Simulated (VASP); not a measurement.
A run of VASP 6.6.1 is set up as follows.

File INCAR:

```
SYSTEM = P
ALGO = Normal
DIPOL = 0.5 0.5 0.341
EDIFF = 1E-7
ENCUT = 520
GGA = PE
IDIPOL = 3
ISIF = 2
ISMEAR = -1
LASPH = .True.
LCHARG = .True.
LDIPOL = .True.
LELF = .True.
LREAL = .False.
LVACPOTAV = .True.
LVHAR = .True.
LWAVE = .False.
NBANDS = 18
NELM = 100
PREC = Accurate
SIGMA = 0.02
```

Contents of KPOINTS:

```
k-points
0
Gamma
  6 8 1
  0 0 0
```

The input POSCAR:

```
P
1.0
    4.6275012813      0.0000000000      0.0000000000
    0.0000000000      3.2589488762      0.0000000000
    0.0000000000      0.0000000000     27.8195791164
P
4
Direct
    0.0907407614      0.0000000000      0.3789873377
    0.4092592386      0.5000000000      0.3789873377
    0.5907407614      0.5000000000      0.3039848928
    0.9092592386      0.0000000000      0.3039848928
```

Potentials or basis: VASP PAW PBE potentials, release 64 (P).

Run with:

```sh
$ cat potpaw_PBE.64/P/POTCAR > POTCAR
$ mpirun -np 1 vasp_std > vasp.out
```

(1) What does it give for the largest force?

(2) Predict the band gap on the k mesh.

(3) Estimate the ionisation potential of the upper face.

## Answers

(1) 0.217 eV/Å.

(2) 0.88 eV.

(3) 5.03 eV.

Caveat: the cell differs from its parent crystal (uniaxial y strain -1.0%).
